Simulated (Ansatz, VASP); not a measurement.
**AlGa3As4: VASP beside Ansatz**

```
Al Ga As
1.0
     4.07350    0.00000    0.00000
     0.00000    4.07350    0.00000
     0.00000    0.00000   11.35101
Al Ga As
1 3 4
Direct
  0.00000 0.00000 0.50000
  0.00000 0.00000 0.00000
  0.50000 0.50000 0.25034
  0.50000 0.50000 0.74966
  0.50000 0.00000 0.37613
  0.00000 0.50000 0.62387
  0.50000 0.00000 0.87489
  0.00000 0.50000 0.12511
```

Alike in both runs: functional PBE; k mesh 4 × 4 × 2; occupations gaussian, width 0.1 eV; no spin polarisation.

Ansatz relaxed the structure, and its values are those at the end. VASP's run is a single point on that final structure, the one shown.

|  | VASP | Ansatz |
| --- | --- | --- |
| version | VASP 6.6.1 | Ansatz 0.2.0 |
| potentials or method | VASP PAW PBE potentials, release 64 (Al, Ga_d, As), cutoff 520 eV | scalar-relativistic, plane waves, PAW |
| valence electrons in the cell | 62 | 102 |

```tsv
	VASP	Ansatz	Ansatz less VASP
gap on the k mesh at the Fermi level (eV)	0.53	0.52	-0.003
least direct gap on the mesh (eV)	0.53	0.52	-0.003
pressure (GPa)	0.5	0.3	-0.17
```

VASP's potentials hold 62 valence electrons a cell and Ansatz's 102, so a difference there can come from the potentials and not from the codes.
